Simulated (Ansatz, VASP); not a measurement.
# BaTiO3: VASP beside Ansatz

```
Ba Ti O
1.0
     4.07505    0.00000    0.00000
     0.00000    2.89933    2.84801
     0.00000   -2.89933    2.84801
Ba Ti O
1 1 3
Direct
  0.00000 0.00441 0.00441
  0.50000 0.51358 0.51358
  0.00000 0.49471 0.49471
  0.50000 0.49543 0.98809
  0.50000 0.98809 0.49543
```

Change from the starting cell: strain +0.0200 x Voigt [1, 1, 0, 0, 0, 0], atoms carried along.

Alike in both runs: task single point; functional r2SCAN; k mesh 6 × 6 × 6; occupations gaussian, width 0.05 eV; no spin polarisation; Hubbard terms Ti d U = 4.0 eV.

|  | VASP | Ansatz |
| --- | --- | --- |
| version | VASP 6.6.1 | Ansatz 0.2.0 |
| potentials or method | VASP PAW PBE potentials, release 64 (Ba_sv, Ti_sv, O), cutoff 520 eV | scalar-relativistic, plane waves, PAW |
| valence electrons in the cell | 40 | 40 |

|  | VASP | Ansatz | Ansatz less VASP |
| --- | --- | --- | --- |
| gap on the k mesh at the Fermi level (eV) | 2.70 | 2.71 | +0.004 |
| least direct gap on the mesh (eV) | 3.03 | 3.01 | -0.020 |
| pressure (GPa) | -3.1 | -6.4 | -3.33 |
| traceless stress, the component that is largest in VASP (GPa) | 3.02 | 2.94 | -0.080 |
| rms of the force components (eV/Å) | 0.100 | 0.088 | -0.0122 |

VASP's potentials were made for PBE, not for r2SCAN. The programs project onto different local orbitals, so the same U acts differently, and such runs can settle in different states. Atom by atom the forces differ by 0.182 eV/Å (rms over components).

Spin-orbit coupling is off throughout.
